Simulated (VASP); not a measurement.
# GaGe2 (P4_2/nmc) in VASP: single point with PBE

Aim: the single point of GaGe2 with PBE.

Program: VASP 6.6.1. These are calculated values, not measurements. Logs are shortened: lines on timing, memory, paths and dates and some standing lists are left out, and cuts for length are marked.

## Step 1: The cell of the first run

The structure is tetragonal, space group P4_2/nmc (No. 137). The conventional cell has a = 4.286 Å, b = 4.286 Å, c = 6.170 Å, α = 90.00°, β = 90.00°, γ = 90.00°. Ga (site symmetry -4m2) has 8 Ge at 2.48 to 2.82 Å within 3.3 Å. Within 3.3 Å of Ge (site symmetry 2mm) lie 4 Ga at 2.48 to 2.82 Å and 6 Ge at 3.09 Å.

## Step 2: Single point, PBE

Input file INCAR:

```
PREC     = Accurate       # precision mode
ENCUT    = 520            # plane-wave cutoff, eV
EDIFF    = 1E-7           # SCF threshold, eV
ISMEAR   = 0              # smearing method
SIGMA    = 0.1            # smearing width, eV
LREAL    = False          # projectors in reciprocal space
LASPH    = True           # aspherical terms in the spheres
NELM     = 100            # most SCF steps
ALGO     = Normal         # electronic algorithm
ISIF     = 2              # what is computed and relaxed
LWAVE    = False          # write WAVECAR
LCHARG   = False          # write CHGCAR
GGA      = PE             # functional
NBANDS   = 50             # bands
```

Input file KPOINTS:

```
regular mesh
0
Gamma
  4 4 4
```

Input file POSCAR:

```
GaGe2
1.0
    4.2860377920      0.0000000000      0.0000000000
    0.0000000000      4.2860377920      0.0000000000
    0.0000000000      0.0000000000      6.1702448901
Ga Ge
2 4
Direct
    0.0000000000      0.0000000000      0.0000000000
    0.5000000000      0.5000000000      0.5000000000
    0.0000000000      0.5000000000      0.2030000000
    0.0000000000      0.5000000000      0.7030000000
    0.5000000000      0.0000000000      0.2970000000
    0.5000000000      0.0000000000      0.7970000000
```

Potentials or basis: VASP PAW PBE potentials, release 64 (Ga_d, Ge_d).

On the command line:

```bash
$ cat potpaw_PBE.64/Ga_d/POTCAR potpaw_PBE.64/Ge_d/POTCAR > POTCAR
$ mpirun -np 1 vasp_std > vasp.out
```

OUTCAR:

```text
PREC = Accurate
   ENCUT = 520
   EDIFF = 1E-7
   ISMEAR = 0
   LREAL = False
   LASPH = True
   NELM = 100
   ISIF = 2
   GGA = PE

 ion  position               nearest neighbor table
   1  0.000  0.000  0.000-   3 2.48   6 2.48   3 2.48   6 2.48   5 2.82   4 2.82   5 2.82   4 2.82

   2  0.500  0.500  0.500-   4 2.48   5 2.48   5 2.48   4 2.48   3 2.82   6 2.82   3 2.82   6 2.82

   3  0.000  0.500  0.203-   1 2.48   1 2.48   2 2.82   2 2.82
   4  0.000  0.500  0.703-   2 2.48   2 2.48   1 2.82   1 2.82
   5  0.500  0.000  0.297-   2 2.48   2 2.48   1 2.82   1 2.82
   6  0.500  0.000  0.797-   1 2.48   1 2.48   2 2.82   2 2.82

  LATTYP: Found a simple tetragonal cell.
 ALAT       =     4.2860377920
 C/A-ratio  =     1.4396151386

  Lattice vectors:

 A1 = (   4.2860377920,   0.0000000000,   0.0000000000)
 A2 = (   0.0000000000,   4.2860377920,   0.0000000000)
 A3 = (   0.0000000000,   0.0000000000,   6.1702448901)

Analysis of symmetry for initial positions (statically):
=====================================================================
 Subroutine PRICEL returns:
 Original cell was already a primitive cell.

 Routine SETGRP: Setting up the symmetry group for a
 simple tetragonal supercell.

 Subroutine GETGRP returns: Found 16 space group operations
 (whereof  8 operations were pure point group operations)
 out of a pool of 16 trial point group operations.

The static configuration has the point symmetry D_2d.
 The point group associated with its full space group is D_4h.

Analysis of symmetry for dynamics (positions and initial velocities):
=====================================================================
 Subroutine PRICEL returns:
 Original cell was already a primitive cell.

 Routine SETGRP: Setting up the symmetry group for a
 simple tetragonal supercell.

 Subroutine GETGRP returns: Found 16 space group operations
 (whereof  8 operations were pure point group operations)
 out of a pool of 16 trial point group operations.

The dynamic configuration has the point symmetry D_2d.
 The point group associated with its full space group is D_4h.

 Subroutine INISYM returns: Found 16 space group operations
 (whereof  8 operations are pure point group operations),
 and found     1 'primitive' translations

----------------------------------------------------------------------------------------

                                     Primitive cell

  volume of cell :     113.3481

  direct lattice vectors                    reciprocal lattice vectors
     4.286037792  0.000000000  0.000000000     0.233315722  0.000000000  0.000000000
     0.000000000  4.286037792  0.000000000     0.000000000  0.233315722  0.000000000
     0.000000000  0.000000000  6.170244890     0.000000000  0.000000000  0.162068122

  length of vectors
     4.286037792  4.286037792  6.170244890     0.233315722  0.233315722  0.162068122

  position of ions in fractional coordinates (direct lattice)
     0.000000000  0.000000000  0.000000000
     0.500000000  0.500000000  0.500000000
     0.000000000  0.500000000  0.203000000
     0.000000000  0.500000000  0.703000000
     0.500000000  0.000000000  0.297000000
     0.500000000  0.000000000  0.797000000

  ion indices of the primitive-cell ions
   primitive index   ion index
                 1           1
                 2           2
                 3           3
                 4           4
                 5           5
                 6           6

----------------------------------------------------------------------------------------

 KPOINTS: regular mesh

Automatic generation of k-mesh.
 Grid dimensions read from file:
 generate k-points for:    4    4    4

 Generating k-lattice:

  Cartesian coordinates                     Fractional coordinates (reciprocal lattice)
     0.058328930  0.000000000  0.000000000     0.250000000  0.000000000  0.000000000
     0.000000000  0.058328930  0.000000000     0.000000000  0.250000000  0.000000000
     0.000000000  0.000000000  0.040517030     0.000000000  0.000000000  0.250000000

  Length of vectors
     0.058328930  0.058328930  0.040517030

  Shift w.r.t. Gamma in fractional coordinates (k-lattice)
     0.000000000  0.000000000  0.000000000

 Subroutine IBZKPT returns following result:
 ===========================================

 Found     18 irreducible k-points:

 Following reciprocal coordinates:
            Coordinates               Weight
  0.000000  0.000000  0.000000      1.000000
  0.250000  0.000000  0.000000      4.000000
  0.500000  0.000000  0.000000      2.000000
  0.250000  0.250000  0.000000      4.000000
  0.500000  0.250000  0.000000      4.000000
  0.500000  0.500000  0.000000      1.000000
[... 10 lines left out ...]
  0.500000  0.250000  0.500000      4.000000
  0.500000  0.500000  0.500000      1.000000
   k-points           NKPTS =     18   k-points in BZ     NKDIM =     18   number of bands    NBANDS=     50
   number of dos      NEDOS =    301   number of ions     NIONS =      6
   total plane-waves  NPLWV =  49152
   dimension x,y,z NGX =    32 NGY =   32 NGZ =   48
   dimension x,y,z NGXF=    64 NGYF=   64 NGZF=   96
   ions per type =               2   4
   NGX,Y,Z   is equivalent  to a cutoff of  12.41, 12.41, 12.93 a.u.
   NGXF,Y,Z  is equivalent  to a cutoff of  24.82, 24.82, 25.87 a.u.
 SYSTEM =  unknown system
   PREC   = accura    normal or accurate (medium, high low for compatibility)
   ISTART =      0    job   : 0-new  1-cont  2-samecut
   ICHARG =      2    charge: 1-file 2-atom 10-const
   ISPIN  =      1    spin polarized calculation?
   LNONCOLLINEAR =      F non collinear calculations
   LSORBIT =      F    spin-orbit coupling
   LASPH  =      T    aspherical Exc in radial PAW
   ENCUT  =  520.0 eV  38.22 Ry    6.18 a.u.   7.97  7.97 11.47*2*pi/ulx,y,z
   NELM   =    100;   NELMIN=  2; NELMDL= -5     # of ELM steps
   EDIFF  = 0.1E-06   stopping-criterion for ELM
   LREAL  =      F    real-space projection
   EDIFFG = 0.1E-05   stopping-criterion for IOM
   NSW    =      0    number of steps for IOM
   IBRION =     -1    ionic relax: 0-MD 1-quasi-New 2-CG
   NFREE  =      0    steps in history (QN), initial steepest desc. (CG)
   ISIF   =      2    stress and relaxation
   ISYM   =      2    0-nonsym 1-usesym 2-fastsym
   POTIM  = 0.5000    time-step for ionic-motion
   TEBEG  =    0.0;   TEEND  =   0.0 temperature during run
   PSTRESS=    0.0 pullay stress
   NELECT =      82.0000    total number of electrons
   NUPDOWN=      -1.0000    fix difference up-down
   EMIN   =  10.00;   EMAX   =-10.00  energy-range for DOS
   EFERMI =   0.00;   METHOD = LEGACY
   ISMEAR =     0;   SIGMA  =   0.10  broadening in eV -4-tet -1-fermi 0-gaus
   EFERMI_NEDOS =   21; number of points for ismear=-14 and -15
   IALGO  =     38    algorithm
   IMIX   =      4    mixing-type and parameters
     AMIX     =   0.40;   BMIX     =  1.00
     AMIX_MAG =   1.60;   BMIX_MAG =  1.00
  volume/ion in A,a.u.               =      18.89       127.49
  Fermi-wavevector in a.u.,A,eV,Ry     =   1.469630  2.777198 29.386027  2.159812
  Thomas-Fermi vector in A             =   2.584984
   LORBIT       =      0    0 simple, 1 ext, 2 COOP (PROOUT), +10 PAW based schemes
   GGA     = PE    functional components
   LHFCALC =     F    Hartree Fock is set to
   AEXX    =    0.0000 exact exchange contribution
   IVDW    =     0    specifies the selected vdW correction
   LEPSILON=     F    determine dielectric tensor
   LRPA    =     F    only Hartree local field effects (RPA)
 non-spin polarized calculation
 Gauss-broadening in eV      SIGMA  =   0.10
  energy-cutoff  :      520.00
  volume of cell :      113.35
 maximum number of plane-waves:      3104
 NGX is ok and might be reduce to    32
   NGX = 15   NGY = 15   NGZ = 23

 number of electron      81.9999922 magnetization

 Free energy of the ion-electron system (eV)
  ---------------------------------------------------
  ext. energy  EPLUGINS =         0.00000000
  ---------------------------------------------------
  free energy    TOTEN  =       -21.48227404 eV

  energy without entropy =      -21.47464058  energy(sigma->0) =      -21.47845731

 E-fermi :   6.5882     XC(G=0): -11.0033

 val. band max:        6.4819786647   @ k =   0.5000   0.5000   0.2500
 cond. band min:       6.6927145152   @ k =   0.2500   0.2500   0.0000
 fundamental gap:      0.2107358505
 Fermi energy:         6.5881524015

 k-point     1 :       0.0000    0.0000    0.0000
  band No.  band energies     occupation
      1     -18.4506      2.00000
      2     -18.4493      2.00000
      3     -18.4420      2.00000
      4     -18.4415      2.00000
      5     -18.4403      2.00000
      6     -18.4307      2.00000
[... 42 lines left out ...]
     49      11.1032      0.00000
     50      12.5059      0.00000

 k-point     2 :       0.2500    0.0000    0.0000
  band No.  band energies     occupation
      1     -18.4486      2.00000
      2     -18.4416      2.00000
      3     -18.4382      2.00000
      4     -18.4368      2.00000
      5     -18.4328      2.00000
      6     -18.4313      2.00000
[... 42 lines left out ...]
     49      10.8066      0.00000
     50      11.8526      0.00000

 k-point     3 :       0.5000    0.0000    0.0000
  band No.  band energies     occupation
      1     -18.4425      2.00000
      2     -18.4425      2.00000
      3     -18.4313      2.00000
      4     -18.4313      2.00000
      5     -18.4283      2.00000
      6     -18.4283      2.00000
[... 42 lines left out ...]
     49      11.1143      0.00000
     50      11.1143      0.00000

 k-point     4 :       0.2500    0.2500    0.0000
  band No.  band energies     occupation
      1     -18.4492      2.00000
      2     -18.4395      2.00000
      3     -18.4343      2.00000
      4     -18.4335      2.00000
      5     -18.4301      2.00000
      6     -18.4251      2.00000
[... 681 lines left out ...]
 k-point    17 :       0.5000    0.2500    0.5000
  band No.  band energies     occupation
      1     -18.4289      2.00000
      2     -18.4289      2.00000
      3     -18.4266      2.00000
      4     -18.4266      2.00000
      5     -18.4165      2.00000
      6     -18.4165      2.00000
[... 42 lines left out ...]
     49      11.4593      0.00000
     50      11.4593      0.00000

 k-point    18 :       0.5000    0.5000    0.5000
  band No.  band energies     occupation
      1     -18.4259      2.00000
      2     -18.4259      2.00000
      3     -18.4259      2.00000
      4     -18.4259      2.00000
      5     -18.4216      2.00000
      6     -18.4216      2.00000
[... 42 lines left out ...]
     49      13.0311      0.00000
     50      13.0311      0.00000

------------------------ aborting loop because EDIFF is reached ----------------------------------------

  FORCE on cell =-STRESS in cart. coord.  units (eV):
  Direction    XX          YY          ZZ          XY          YZ          ZX
  --------------------------------------------------------------------------------------
  -------------------------------------------------------------------------------------
  Total        8.0217113      8.0217113      6.1214524      0.0000000      0.0000000     -0.0000000
  in kB      113.3869880    113.3869880     86.5268050      0.0000000      0.0000000     -0.0000000
  external PRESSURE =     104.4335936 kB  Pullay stress =       0.0000000 kB

 VOLUME and BASIS-vectors are now :
 -----------------------------------------------------------------------------
  energy-cutoff  :      520.00
  volume of cell :      113.35
      direct lattice vectors                 reciprocal lattice vectors
     4.286037792  0.000000000  0.000000000     0.233315722  0.000000000  0.000000000
     0.000000000  4.286037792  0.000000000     0.000000000  0.233315722  0.000000000
     0.000000000  0.000000000  6.170244890     0.000000000  0.000000000  0.162068122

 POSITION                                       TOTAL-FORCE (eV/Angst)
 -----------------------------------------------------------------------------------
      0.00000      0.00000      0.00000        -0.000000     -0.000000      0.000000
      2.14302      2.14302      3.08512        -0.000000      0.000000      0.000000
      0.00000      2.14302      1.25256        -0.000000      0.000000      0.799743
      0.00000      2.14302      4.33768        -0.000000      0.000000      0.799743
      2.14302      0.00000      1.83256         0.000000      0.000000     -0.799743
      2.14302      0.00000      4.91769        -0.000000      0.000000     -0.799743
 -----------------------------------------------------------------------------------
    total drift:                                0.000000      0.000000      0.000000

  FREE ENERGIE OF THE ION-ELECTRON SYSTEM (eV)
  ---------------------------------------------------
  free  energy   TOTEN  =       -21.4822740410 eV

  energy  without entropy=      -21.4746405773  energy(sigma->0) =      -21.47845731
```

Run time: 73 s. Hardware: 1 thread of Intel Xeon Platinum 8259CL at 2.50GHz (Skylake/Cascade Lake), shared host; peak memory 0.26 GiB.

What came out:

```
Free energy            : -21.4823 eV
Pressure               : 10.4 GPa
Largest force          : 0.800 eV/Å
Band gap on the k mesh : zero (band 41 reaches 7.69 eV, above the bottom of band 42 at 5.43 eV)
```

Forces on the atoms (eV/Å):
```
Ga   0.000  0.000  0.000
Ga   0.000  0.000  0.000
Ge   0.000  0.000  0.800
Ge   0.000  0.000  0.800
Ge   0.000  0.000 -0.800
Ge   0.000  0.000 -0.800
```

Stress tensor (GPa, compression positive):
```
11.34  0.00  0.00
 0.00 11.34  0.00
 0.00  0.00  8.65
```

Caveat: the k points lie up to 0.37 Å⁻¹ apart.
